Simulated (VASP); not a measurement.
LiH, 2 atoms in the cell. It takes space group Fm-3m (No. 225, cubic). Conventional cell: a = 4.113 Å, b = 4.113 Å, c = 4.113 Å, α = 90.00°, β = 90.00°, γ = 90.00°. Within 2.7 Å of Li (site symmetry m-3m) lie 6 H at 2.06 Å. Within 2.7 Å of H (site symmetry m-3m) lie 6 Li at 2.06 Å. 

| Property | Result |
| --- | --- |
| Program | VASP 6.6.1 |
| Task | relaxation of cell and atoms |
| Functional | PBE |
| Potentials or basis | VASP PAW PBE potentials, release 64 (Li_sv, H) |
| Cutoff | 600 eV |
| k mesh | 10 × 10 × 10 |
| Occupations | gaussian, width 0.02 eV |
| Spin | no spin polarisation |
| Dipole correction | no |
| Further INCAR settings | ALGO = Normal; EDIFF = 1e-06; IBRION = 2; EDIFFG = -0.005; NSW = 100; ISIF = 3 |

Potentials or basis: VASP PAW PBE potentials, release 64 (Li_sv, H).

Run with:

```console
$ cat potpaw_PBE.64/Li_sv/POTCAR potpaw_PBE.64/H/POTCAR > POTCAR
$ mpirun -np 1 vasp_std > vasp.out
```

Hardware: 1 thread of Intel Xeon 8259CL, on a shared host.

Task: Estimate the wall time of this run.

Result: Run time: 20 s on 1 thread of Intel Xeon 8259CL, on a shared host, peak memory 0.13 GiB. Counts: scf iterations 30, k points 47, ion steps 4.
